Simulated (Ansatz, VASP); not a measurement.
## Two plane-wave programs on Hf

```
Hf
1.0
     0.00000    2.13120    2.04240
     2.13120    0.00000    2.04240
     2.13120    2.13120    0.00000
Hf
1
Direct
  0.00000 0.00000 0.00000
```

Change from the starting cell: strain -0.040 along x and y, -0.080 along z, atoms carried along.

Alike in both runs: task single point; functional PBE; k mesh 18 × 18 × 18; occupations gaussian, width 0.15 eV; no spin polarisation.

|  | VASP | Ansatz |
| --- | --- | --- |
| version | VASP 6.6.1 | Ansatz 0.2.0 |
| potentials or method | VASP PAW PBE potentials, release 64 (Hf_pv), cutoff 520 eV | scalar-relativistic, plane waves, PAW |
| valence electrons in the cell | 10 | 26 |

Ansatz gave:

| Property | Result |
| --- | --- |
| gap on the k mesh at the Fermi level (eV) | none |
| pressure (GPa) | 27.4 |
| traceless stress, the component that is largest in VASP (GPa) | 1.50 |

**Question.** Estimate VASP's values.

**Answer.** gap on the k mesh at the Fermi level (eV): none; pressure (GPa): 27.0; traceless stress, the component that is largest in VASP (GPa): 1.53.

A gap of «none» marks a metal or a gap that the smearing closes. With one functional, cell and mesh, what is left measures potentials, basis and numerics. VASP's potentials hold 10 valence electrons a cell and Ansatz's 26, so a difference there can come from the potentials and not from the codes.

Spin-orbit coupling is off throughout.
